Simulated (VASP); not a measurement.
# Ag (I4/mmm) in VASP: a series of runs

Runs on Ag. Level: r2SCAN. Tasks: single point.

Everything below comes from runs of VASP 6.6.1. Logs are shortened: lines on timing, memory, paths and dates and some standing lists are left out, and cuts for length are marked.

## 1. The cell of the first run

The structure is tetragonal, space group I4/mmm (No. 139). Conventional cell: a = 2.889 Å, b = 2.889 Å, c = 4.066 Å, α = 90.00°, β = 90.00°, γ = 90.00°. Ag (site symmetry 4/mmm) has 12 Ag at 2.88 to 2.89 Å within 3.8 Å.

## 2. Single point, r2SCAN (strain -0.0050 x Voigt [0, 1, 0, 0, 0, 0])

POSCAR reads:

```
Ag
1.0
    0.0000000000      2.0328845000      2.0431000000
    2.0431000000      0.0000000000      2.0431000000
    2.0431000000      2.0328845000      0.0000000000
Ag
1
Direct
    0.0000000000      0.0000000000      0.0000000000
```

INCAR.step1 reads:

```
SYSTEM = Ag
ALGO = Normal ; EDIFF = 1E-4
ENCUT = 520 ; GGA = PE
ISMEAR = 0 ; LASPH = .True.
LCHARG = .False. ; LREAL = .False.
LWAVE = .True. ; NBANDS = 12
NELM = 60 ; PREC = Accurate
SIGMA = 0.15
```

INCAR.step2 reads:

```
SYSTEM = Ag
ALGO = Normal ; EDIFF = 1E-7
ENCUT = 520 ; ISIF = 2
ISMEAR = 0 ; ISTART = 1
LASPH = .True. ; LCHARG = .True.
LELF = .True. ; LMIXTAU = .True.
LREAL = .False. ; LVHAR = .True.
LWAVE = .False. ; METAGGA = R2SCAN
NBANDS = 12 ; NELM = 60
PREC = Accurate ; SIGMA = 0.15
```

KPOINTS reads:

```
k-points
0
Gamma
  20 20 20
  0 0 0
```

Potentials or basis: VASP PAW PBE potentials, release 64 (Ag).

Started as:

```bash
$ cat potpaw_PBE.64/Ag/POTCAR > POTCAR
$ cp INCAR.step1 INCAR
$ mpirun -np 1 vasp_std > vasp.out
$ cp INCAR.step2 INCAR
$ mpirun -np 1 vasp_std > vasp.out
```

OUTCAR:

```text
SYSTEM = Ag
   EDIFF = 1E-7
   ENCUT = 520
   ISIF = 2
   ISMEAR = 0
   ISTART = 1
   LASPH = .True.
   LREAL = .False.
   METAGGA = R2SCAN
   NELM = 60
   PREC = Accurate

 ion  position               nearest neighbor table
   1  0.000  0.000  0.000-

  LATTYP: Found a body centered tetragonal cell.
 ALAT       =     2.8893797293
 C/A-ratio  =     1.4071424946

  Lattice vectors:

 A1 = (   0.0000000000,  -2.0328845000,   2.0431000000)
 A2 = (   0.0000000000,  -2.0328845000,  -2.0431000000)
 A3 = (   2.0431000000,   2.0328845000,   0.0000000000)

Analysis of symmetry for initial positions (statically):
=====================================================================
 Subroutine PRICEL returns:
 Original cell was already a primitive cell.

 Routine SETGRP: Setting up the symmetry group for a
 body centered tetragonal supercell.

 Subroutine GETGRP returns: Found 16 space group operations
 (whereof 16 operations were pure point group operations)
 out of a pool of 16 trial point group operations.

The static configuration has the point symmetry D_4h.

Analysis of symmetry for dynamics (positions and initial velocities):
=====================================================================
 Subroutine PRICEL returns:
 Original cell was already a primitive cell.

 Routine SETGRP: Setting up the symmetry group for a
 body centered tetragonal supercell.

 Subroutine GETGRP returns: Found 16 space group operations
 (whereof 16 operations were pure point group operations)
 out of a pool of 16 trial point group operations.

The dynamic configuration has the point symmetry D_4h.

 Subroutine INISYM returns: Found 16 space group operations
 (whereof 16 operations are pure point group operations),
 and found     1 'primitive' translations

----------------------------------------------------------------------------------------

                                     Primitive cell

  volume of cell :      16.9716

  direct lattice vectors                    reciprocal lattice vectors
     0.000000000  2.032884500  2.043100000    -0.244726151  0.245955931  0.244726151
     2.043100000  0.000000000  2.043100000     0.244726151 -0.245955931  0.244726151
     2.043100000  2.032884500  0.000000000     0.244726151  0.245955931 -0.244726151

  length of vectors
     2.882165332  2.889379729  2.882165332     0.424589329  0.424589329  0.424589329

  position of ions in fractional coordinates (direct lattice)
     0.000000000  0.000000000  0.000000000

  ion indices of the primitive-cell ions
   primitive index   ion index
[... 83 lines left out ...]
   PSTRESS=    0.0 pullay stress
   NELECT =      11.0000    total number of electrons
   NUPDOWN=      -1.0000    fix difference up-down
   EMIN   =  10.00;   EMAX   =-10.00  energy-range for DOS
   EFERMI =   0.00;   METHOD = LEGACY
   ISMEAR =     0;   SIGMA  =   0.15  broadening in eV -4-tet -1-fermi 0-gaus
   EFERMI_NEDOS =   21; number of points for ismear=-14 and -15
   IALGO  =     38    algorithm
   IMIX   =      4    mixing-type and parameters
     AMIX     =   0.40;   BMIX     =  1.00
     AMIX_MAG =   1.60;   BMIX_MAG =  1.00
  volume/ion in A,a.u.               =      16.97       114.53
  Fermi-wavevector in a.u.,A,eV,Ry     =   1.416767  2.677301 27.310002  2.007229
  Thomas-Fermi vector in A             =   2.538067
   LORBIT       =      0    0 simple, 1 ext, 2 COOP (PROOUT), +10 PAW based schemes
   METAGGA = R2SCAN    functional components
   LHFCALC =     F    Hartree Fock is set to
   AEXX    =    0.0000 exact exchange contribution
   IVDW    =     0    specifies the selected vdW correction
   LEPSILON=     F    determine dielectric tensor
   LRPA    =     F    only Hartree local field effects (RPA)
 non-spin polarized calculation
 Gauss-broadening in eV      SIGMA  =   0.15
  energy-cutoff  :      520.00
  volume of cell :       16.97
 maximum number of plane-waves:       473
 NGX is ok and might be reduce to    24
   NGX = 11   NGY = 11   NGZ = 11

 number of electron      10.9999999 magnetization

 Free energy of the ion-electron system (eV)
  ---------------------------------------------------
  ext. energy  EPLUGINS =         0.00000000
  ---------------------------------------------------
  free energy    TOTEN  =       -21.35891863 eV

  energy without entropy =      -21.35680798  energy(sigma->0) =      -21.35786331

 E-fermi :   8.5051     XC(G=0): -13.0014

 val. band max:        8.4617897836   @ k =   0.3500  -0.1500   0.2000
 cond. band min:       8.5194760819   @ k =   0.3000   0.5000   0.1000
 fundamental gap:      0.0576862984
 Fermi energy:         8.5051067080

 k-point     1 :       0.0000    0.0000    0.0000
  band No.  band energies     occupation
      1       0.4998      2.00000
      2       3.3285      2.00000
      3       3.3285      2.00000
      4       3.3606      2.00000
      5       4.3762      2.00000
      6       4.4094      2.00000
      7      25.1612      0.00000
      8      28.8976      0.00000
      9      28.8976      0.00000
     10      28.9670      0.00000
     11      33.8898      0.00000
     12      34.9325      0.00000
[... 331 lines left out ...]
 k-point    24 :      -0.3500    0.0500    0.0000
  band No.  band energies     occupation
      1       1.8961      2.00000
      2       3.3803      2.00000
      3       3.4420      2.00000
      4       4.7739      2.00000
      5       4.8549      2.00000
      6       6.0785      2.00000
      7      15.5888      0.00000
      8      24.7077      0.00000
      9      26.8150      0.00000
     10      28.5224      0.00000
     11      32.0557      0.00000
     12      32.3661      0.00000

 [... further k-points ...]

------------------------ aborting loop because EDIFF is reached ----------------------------------------

  FORCE on cell =-STRESS in cart. coord.  units (eV):
  Direction    XX          YY          ZZ          XY          YZ          ZX
  --------------------------------------------------------------------------------------
  -------------------------------------------------------------------------------------
  Total        0.2205962      0.2405726      0.2205962      0.0000000     -0.0000000      0.0000000
  in kB       20.8250784     22.7109191     20.8250784      0.0000000     -0.0000000      0.0000000
  external PRESSURE =      21.4536919 kB  Pullay stress =       0.0000000 kB

 VOLUME and BASIS-vectors are now :
 -----------------------------------------------------------------------------
  energy-cutoff  :      520.00
  volume of cell :       16.97
      direct lattice vectors                 reciprocal lattice vectors
     0.000000000  2.032884500  2.043100000    -0.244726151  0.245955931  0.244726151
     2.043100000  0.000000000  2.043100000     0.244726151 -0.245955931  0.244726151
     2.043100000  2.032884500  0.000000000     0.244726151  0.245955931 -0.244726151

 POSITION                                       TOTAL-FORCE (eV/Angst)
 -----------------------------------------------------------------------------------
      0.00000      0.00000      0.00000        -0.000000     -0.000000      0.000000
 -----------------------------------------------------------------------------------
    total drift:                               -0.000000      0.000000      0.000000

  FREE ENERGIE OF THE ION-ELECTRON SYSTEM (eV)
  ---------------------------------------------------
  free  energy   TOTEN  =       -21.3589186322 eV

  energy  without entropy=      -21.3568079822  energy(sigma->0) =      -21.35786331
```

OSZICAR.step1:

```text
N       E                     dE             d eps       ncg     rms          rms(c)
DAV:   1     0.522484963899E+02    0.52248E+02   -0.55411E+03 15528   0.832E+02
DAV:   2    -0.212785242471E+01   -0.54376E+02   -0.51405E+02 17916   0.194E+02
DAV:   3    -0.296214709120E+01   -0.83429E+00   -0.83368E+00 18056   0.252E+01
DAV:   4    -0.296468806225E+01   -0.25410E-02   -0.25409E-02 17932   0.147E+00
DAV:   5    -0.296470785875E+01   -0.19796E-04   -0.19795E-04 17704   0.116E-01    0.530E+00
DAV:   6    -0.271971301015E+01    0.24499E+00   -0.94928E-01 16832   0.875E+00    0.342E+00
DAV:   7    -0.271115180898E+01    0.85612E-02   -0.10752E-02 17908   0.975E-01    0.192E+00
DAV:   8    -0.270816740360E+01    0.29844E-02   -0.69549E-04 17376   0.194E-01    0.941E-02
DAV:   9    -0.270817364469E+01   -0.62411E-05   -0.83434E-06 10044   0.233E-02
   1 F= -.27081736E+01 E0= -.27070448E+01  d E =-.225773E-02
```

Wall time 3.5 min (1 thread of Intel Xeon Platinum 8488C (Sapphire Rapids), shared host); peak memory 0.25 GiB.

Results:

```yaml
Free_energy: -21.3589 eV
Pressure: 2.1 GPa
```

Caveat: the cell differs from its parent crystal (strain -0.0050 x Voigt [0, 1, 0, 0, 0, 0]); the PAW data sets were made with another functional, which shifts forces and pressure a little.

## 3. Single point, r2SCAN (strain +0.0050 x Voigt [0, 1, 0, 0, 0, 0])

POSCAR reads:

```
Ag
1.0
    0.0000000000      2.0533155000      2.0431000000
    2.0431000000      0.0000000000      2.0431000000
    2.0431000000      2.0533155000      0.0000000000
Ag
1
Direct
    0.0000000000      0.0000000000      0.0000000000
```

INCAR.step1 reads:

```
  PREC = Accurate
  ENCUT = 520
  ISMEAR = 0
  SIGMA = 0.15
  LREAL = F
  LASPH = T
  NELM = 100
  NBANDS = 12
  GGA = PE
  ALGO = Normal
  EDIFF = 1E-4
  LWAVE = T
  LCHARG = F
```

INCAR.step2 reads:

```
  PREC = Accurate
  ENCUT = 520
  EDIFF = 1E-6
  ISMEAR = 0
  SIGMA = 0.15
  LREAL = F
  LASPH = T
  NELM = 100
  ALGO = Normal
  ISIF = 2
  LWAVE = F
  LCHARG = F
  METAGGA = R2SCAN
  LMIXTAU = T
  NBANDS = 12
  ISTART = 1
```

KPOINTS reads:

```
Automatic mesh
0
Gamma
  20 20 20
```

Potentials or basis: VASP PAW PBE potentials, release 64 (Ag).

Started as:

```bash
$ cat potpaw_PBE.64/Ag/POTCAR > POTCAR
$ cp INCAR.step1 INCAR
$ mpirun -np 1 vasp_std > vasp.out
$ cp INCAR.step2 INCAR
$ mpirun -np 1 vasp_std > vasp.out
```

It took 3 min on 1 thread of Intel Xeon Platinum 8488C (Sapphire Rapids), shared host; peak memory 0.25 GiB.

Results (log left out):

```
Free energy : -21.3607 eV
Pressure    : 1.0 GPa
```

Stress tensor (GPa, compression positive):
```
1.07 0.00 0.00
0.00 0.88 0.00
0.00 0.00 1.07
```

Levels at points of the mesh, in eV from the Fermi level:
```tsv
k point	band 3	band 4	band 5	band 6	band 7	band 8	band 9	band 10
(0.00, 0.00, 0.00)	-5.12	-5.12	-4.11	-4.08	16.63	20.28	20.35	20.35
(0.50, 0.00, 0.00)	-5.14	-3.29	-3.28	-0.33	3.67	15.87	18.49	18.61
(0.50, 0.50, 0.00)	-3.32	-3.08	-3.06	1.75	6.97	11.07	11.07	17.58
(0.50, 0.00, 0.50)	-3.32	-3.07	-3.07	1.67	6.84	11.16	11.16	17.66
```

Caveat: the cell differs from its parent crystal (strain +0.0050 x Voigt [0, 1, 0, 0, 0, 0]); the PAW data sets were made with another functional, which shifts forces and pressure a little.

## 4. Single point, r2SCAN (strain +0.0100 x Voigt [0, 1, 0, 0, 0, 0])

POSCAR reads:

```
Ag
1.0
    0.0000000000      2.0635310000      2.0431000000
    2.0431000000      0.0000000000      2.0431000000
    2.0431000000      2.0635310000      0.0000000000
Ag
1
Direct
    0.0000000000      0.0000000000      0.0000000000
```

INCAR.step1 reads:

```
SYSTEM = Ag
ALGO = Normal
EDIFF = 1E-4
ENCUT = 520
GGA = PE
ISMEAR = 0
LASPH = .True.
LCHARG = .False.
LREAL = .False.
LWAVE = .True.
NBANDS = 12
NELM = 100
PREC = Accurate
SIGMA = 0.15
```

INCAR.step2 reads:

```
SYSTEM = Ag
ALGO = Normal
EDIFF = 1E-6
ENCUT = 520
ISIF = 2
ISMEAR = 0
ISTART = 1
LASPH = .True.
LCHARG = .False.
LMIXTAU = .True.
LREAL = .False.
LWAVE = .False.
METAGGA = R2SCAN
NBANDS = 12
NELM = 100
PREC = Accurate
SIGMA = 0.15
```

KPOINTS reads:

```
k-points
0
Gamma
  20 20 20
  0 0 0
```

Started as:

```bash
$ cat potpaw_PBE.64/Ag/POTCAR > POTCAR
$ cp INCAR.step1 INCAR
$ mpirun -np 1 vasp_std > vasp.out
$ cp INCAR.step2 INCAR
$ mpirun -np 1 vasp_std > vasp.out
```

Run time: 3 min. Hardware: 1 thread of Intel Xeon Platinum 8488C (Sapphire Rapids), shared host; peak memory 0.25 GiB.

It converged, with:

```
Free energy : -21.3610 eV
Pressure    : 0.5 GPa
```

Stress tensor (GPa, compression positive):
```
0.60 0.00 0.00
0.00 0.22 0.00
0.00 0.00 0.60
```

Levels at points of the mesh, in eV from the Fermi level:
| k point | band 3 | band 4 | band 5 | band 6 | band 7 | band 8 | band 9 | band 10 |
| --- | --- | --- | --- | --- | --- | --- | --- | --- |
| (0.00, 0.00, 0.00) | -5.09 | -5.09 | -4.12 | -4.05 | 16.62 | 20.20 | 20.33 | 20.33 |
| (0.50, 0.00, 0.00) | -5.11 | -3.30 | -3.27 | -0.31 | 3.64 | 15.85 | 18.38 | 18.61 |
| (0.50, 0.50, 0.00) | -3.32 | -3.09 | -3.05 | 1.79 | 6.97 | 11.01 | 11.02 | 17.49 |
| (0.50, 0.00, 0.50) | -3.32 | -3.08 | -3.08 | 1.61 | 6.72 | 11.20 | 11.20 | 17.66 |

Caveat: the cell differs from its parent crystal (strain +0.0100 x Voigt [0, 1, 0, 0, 0, 0]); the PAW data sets were made with another functional, which shifts forces and pressure a little.

## 5. The runs side by side

```tsv
cell	gap on the mesh (eV)	pressure (GPa)
a = 2.882, b = 2.889 Å, angles 59.9, 60.2, 59.9°, 1 atom	none	2.1
a = 2.897, b = 2.889 Å, angles 60.1, 59.8, 60.1°, 1 atom	none	1.0
a = 2.904, b = 2.889 Å, angles 60.2, 59.7, 60.2°, 1 atom	none	0.5
```

Alike in all rows: task single point; level r2SCAN; potentials or basis VASP PAW PBE potentials, release 64 (Ag); no spin polarisation; k mesh 20 × 20 × 20; cutoff (eV) 520; smearing gaussian 0.15 eV.

Caveats: the PAW data sets were made with another functional, which shifts forces and pressure a little.

Absolute energies hang on the potentials; compare differences alone.
